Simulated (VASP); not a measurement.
# Sr in VASP: a series of runs, part 2 of 2

VASP 6.6.1. The steps go on from the part before.

### 3 Single point, r2SCAN, collinear spin, ferromagnetic start

This run uses another cell than the first one, of 376.01 Å³/atom, 1.199 times its volume.

File POSCAR:

```
Sr
1.0
    9.0000000000      0.0000000000      0.0000000000
    0.0000000000      9.3000000000      0.0000000000
    0.0000000000      0.0000000000      8.9846808746
Sr
2
Direct
    0.5000000000      0.5000000000     -0.0172914378
    0.5000000000      0.5000000000      0.4822914378
```

File INCAR.step1:

```
SYSTEM = Sr
PREC = Accurate
ENCUT = 520
ISMEAR = 0
SIGMA = 0.05
LREAL = .False.
LASPH = .True.
NELM = 150
ISPIN = 2
MAGMOM = 0.5 0.5
NBANDS = 21
GGA = PE
ALGO = Normal
EDIFF = 1E-4
LWAVE = .True.
LCHARG = .False.
```

File INCAR.step2:

```
SYSTEM = Sr
PREC = Accurate
ENCUT = 520
EDIFF = 1E-7
ISMEAR = 0
SIGMA = 0.05
LREAL = .False.
LASPH = .True.
NELM = 150
ALGO = Normal
ISIF = 2
LWAVE = .False.
LCHARG = .True.
ISPIN = 2
MAGMOM = 0.5 0.5
LORBIT = 11
METAGGA = R2SCAN
LMIXTAU = .True.
LELF = .True.
LVHAR = .True.
NBANDS = 21
ISTART = 1
```

File KPOINTS:

```
regular mesh
0
Gamma
  1 1 9
  0 0 0
```

Potentials or basis: VASP PAW PBE potentials, release 64 (Sr_sv).

Command:

```sh
cat potpaw_PBE.64/Sr_sv/POTCAR > POTCAR
cp INCAR.step1 INCAR
mpirun -np 1 vasp_std > vasp.out
cp INCAR.step2 INCAR
mpirun -np 1 vasp_std > vasp.out
```

OUTCAR:

```text
SYSTEM = Sr
   PREC = Accurate
   ENCUT = 520
   EDIFF = 1E-7
   ISMEAR = 0
   LREAL = .False.
   LASPH = .True.
   NELM = 150
   ISIF = 2
   ISPIN = 2
   LORBIT = 11
   METAGGA = R2SCAN
   ISTART = 1

 ion  position               nearest neighbor table
   1  0.500  0.500  0.983-   2 4.49   2 4.50
   2  0.500  0.500  0.482-   1 4.49   1 4.50

  LATTYP: Found a simple orthorhombic cell.
 ALAT       =     8.9846808746
 B/A-ratio  =     1.0017050272
 C/A-ratio  =     1.0350951948

  Lattice vectors:

 A1 = (   0.0000000000,   0.0000000000,   8.9846808746)
 A2 = (   9.0000000000,   0.0000000000,   0.0000000000)
 A3 = (   0.0000000000,   9.3000000000,   0.0000000000)

Analysis of symmetry for initial positions (statically):
=====================================================================
 Subroutine PRICEL returns:
 Original cell was already a primitive cell.

 Routine SETGRP: Setting up the symmetry group for a
 simple orthorhombic supercell.

 Subroutine GETGRP returns: Found  8 space group operations
 (whereof  4 operations were pure point group operations)
 out of a pool of  8 trial point group operations.

The static configuration has the point symmetry C_2v.
 The point group associated with its full space group is D_2h.

Analysis of symmetry for dynamics (positions and initial velocities):
=====================================================================
 Subroutine PRICEL returns:
 Original cell was already a primitive cell.

 Routine SETGRP: Setting up the symmetry group for a
 simple orthorhombic supercell.

 Subroutine GETGRP returns: Found  8 space group operations
 (whereof  4 operations were pure point group operations)
 out of a pool of  8 trial point group operations.

The dynamic configuration has the point symmetry C_2v.
 The point group associated with its full space group is D_2h.

Analysis of structural, dynamic, and magnetic symmetry:
=====================================================================
 Subroutine PRICEL returns:
 Original cell was already a primitive cell.

 Routine SETGRP: Setting up the symmetry group for a
 simple orthorhombic supercell.

 Subroutine GETGRP returns: Found  8 space group operations
 (whereof  4 operations were pure point group operations)
 out of a pool of  8 trial point group operations.

The overall configuration has the point symmetry C_2v.
 The point group associated with its full space group is D_2h.

 Subroutine INISYM returns: Found  8 space group operations
 (whereof  4 operations are pure point group operations),
 and found     1 'primitive' translations

----------------------------------------------------------------------------------------

                                     Primitive cell

  volume of cell :     752.0178

  direct lattice vectors                    reciprocal lattice vectors
     9.000000000  0.000000000  0.000000000     0.111111111  0.000000000  0.000000000
     0.000000000  9.300000000  0.000000000     0.000000000  0.107526882  0.000000000
     0.000000000  0.000000000  8.984680875     0.000000000  0.000000000  0.111300559

  length of vectors
     9.000000000  9.300000000  8.984680875     0.111111111  0.107526882  0.111300559

[... 53 lines left out ...]
   ICHARG =      0    charge: 1-file 2-atom 10-const
   ISPIN  =      2    spin polarized calculation?
   LNONCOLLINEAR =      F non collinear calculations
   LSORBIT =      F    spin-orbit coupling
   LASPH  =      T    aspherical Exc in radial PAW
   ENCUT  =  520.0 eV  38.22 Ry    6.18 a.u.  16.73 17.29 16.71*2*pi/ulx,y,z
   NELM   =    150;   NELMIN=  2; NELMDL=  0     # of ELM steps
   EDIFF  = 0.1E-06   stopping-criterion for ELM
   LREAL  =      F    real-space projection
   EDIFFG = 0.1E-05   stopping-criterion for IOM
   NSW    =      0    number of steps for IOM
   IBRION =     -1    ionic relax: 0-MD 1-quasi-New 2-CG
   NFREE  =      0    steps in history (QN), initial steepest desc. (CG)
   ISIF   =      2    stress and relaxation
   ISYM   =      2    0-nonsym 1-usesym 2-fastsym
   POTIM  = 0.5000    time-step for ionic-motion
   TEBEG  =    0.0;   TEEND  =   0.0 temperature during run
   PSTRESS=    0.0 pullay stress
   NELECT =      20.0000    total number of electrons
   NUPDOWN=      -1.0000    fix difference up-down
   EMIN   =  10.00;   EMAX   =-10.00  energy-range for DOS
   EFERMI =   0.00;   METHOD = LEGACY
   ISMEAR =     0;   SIGMA  =   0.05  broadening in eV -4-tet -1-fermi 0-gaus
   EFERMI_NEDOS =   21; number of points for ismear=-14 and -15
   IALGO  =     38    algorithm
   IMIX   =      4    mixing-type and parameters
     AMIX     =   0.40;   BMIX     =  1.00
     AMIX_MAG =   1.60;   BMIX_MAG =  1.00
  volume/ion in A,a.u.               =     376.01      2537.43
  Fermi-wavevector in a.u.,A,eV,Ry     =   0.488662  0.923438  3.248946  0.238791
  Thomas-Fermi vector in A             =   1.490590
   LORBIT       =     11    0 simple, 1 ext, 2 COOP (PROOUT), +10 PAW based schemes
   METAGGA = R2SCAN    functional components
   LHFCALC =     F    Hartree Fock is set to
   AEXX    =    0.0000 exact exchange contribution
   IVDW    =     0    specifies the selected vdW correction
   LEPSILON=     F    determine dielectric tensor
   LRPA    =     F    only Hartree local field effects (RPA)
 spin polarized calculation
 Gauss-broadening in eV      SIGMA  =   0.05
  energy-cutoff  :      520.00
  volume of cell :      752.02
 maximum number of plane-waves:     20274
 NGX is ok and might be reduce to    70
   NGX = 33   NGY = 35   NGZ = 33

 number of electron      20.0000000 magnetization      -0.0000221

 number of electron      20.0000000 magnetization       0.0000079

 Free energy of the ion-electron system (eV)
  ---------------------------------------------------
  ext. energy  EPLUGINS =         0.00000000
  ---------------------------------------------------
  free energy    TOTEN  =       -27.30003733 eV

  energy without entropy =      -27.29952718  energy(sigma->0) =      -27.29978225

 E-fermi :  -1.4226     XC(G=0):  -2.6871

 val. band max:       -1.5017662103   @ k =   0.0000   0.0000   0.0000
 cond. band min:      -1.3434117704   @ k =   0.0000   0.0000   0.0000
 fundamental gap:      0.1583544398
 Fermi energy:        -1.4225995941

 spin component 1

 k-point     1 :       0.0000    0.0000    0.0000
  band No.  band energies     occupation
      1     -41.4607      1.00000
      2     -41.4584      1.00000
      3     -22.8035      1.00000
      4     -22.8013      1.00000
      5     -22.7982      1.00000
      6     -22.7960      1.00000
[... 109 lines left out ...]
     20      -0.0524      0.00000
     21       0.8501      0.00000
 Fermi energy:        -1.4225995941

 spin component 2

 k-point     1 :       0.0000    0.0000    0.0000
  band No.  band energies     occupation
      1     -41.4607      1.00000
      2     -41.4584      1.00000
      3     -22.8035      1.00000
      4     -22.8013      1.00000
      5     -22.7982      1.00000
      6     -22.7960      1.00000
[... 109 lines left out ...]
     20      -0.0524      0.00000
     21       0.8546      0.00000

------------------------ aborting loop because EDIFF is reached ----------------------------------------

  FORCE on cell =-STRESS in cart. coord.  units (eV):
  Direction    XX          YY          ZZ          XY          YZ          ZX
  --------------------------------------------------------------------------------------
  -------------------------------------------------------------------------------------
  Total       -0.8673442     -0.6675506      0.2831002      0.0000000      0.0000000      0.0000000
  in kB       -1.8478807     -1.4222195      0.6031464      0.0000000      0.0000000      0.0000000
  external PRESSURE =      -0.8889846 kB  Pullay stress =       0.0000000 kB

 VOLUME and BASIS-vectors are now :
 -----------------------------------------------------------------------------
  energy-cutoff  :      520.00
  volume of cell :      752.02
      direct lattice vectors                 reciprocal lattice vectors
     9.000000000  0.000000000  0.000000000     0.111111111  0.000000000  0.000000000
     0.000000000  9.300000000  0.000000000     0.000000000  0.107526882  0.000000000
     0.000000000  0.000000000  8.984680875     0.000000000  0.000000000  0.111300559

 POSITION                                       TOTAL-FORCE (eV/Angst)
 -----------------------------------------------------------------------------------
      4.50000      4.65000      8.82932         0.000000      0.000000     -0.004359
      4.50000      4.65000      4.33323         0.000000      0.000000      0.004359
 -----------------------------------------------------------------------------------
    total drift:                                0.000000      0.000000      0.000001

  FREE ENERGIE OF THE ION-ELECTRON SYSTEM (eV)
  ---------------------------------------------------
  free  energy   TOTEN  =       -27.3000373333 eV

  energy  without entropy=      -27.2995271751  energy(sigma->0) =      -27.29978225

 total charge

# of ion       s       p       d       tot
------------------------------------------
    1        2.101   5.750   0.017   7.869
    2        2.101   5.750   0.017   7.869
--------------------------------------------------
tot          4.202  11.501   0.035  15.737

 magnetization (x)

# of ion       s       p       d       tot
------------------------------------------
    1        0.000  -0.000   0.000   0.000
    2        0.000  -0.000   0.000   0.000
--------------------------------------------------
tot          0.000  -0.000   0.000   0.000
```

It took 53 min on 1 thread of Intel Xeon Platinum 8259CL at 2.50GHz (Skylake/Cascade Lake), shared host; peak memory 1.2 GiB.

Results:

- Free energy: -27.3000 eV
- Largest force: 0.004 eV/Å
- Band gap on the k mesh: 0.16 eV
- Net moment: 0.00 μB per cell
- Valence electrons inside the program's atomic spheres: Sr 7.87

Forces in eV/Å, atoms in the order of the input:
```
Sr   0.000  0.000 -0.004
Sr   0.000  0.000  0.004
```

Caveat: the PAW data sets were made with another functional, which shifts forces and pressure a little.
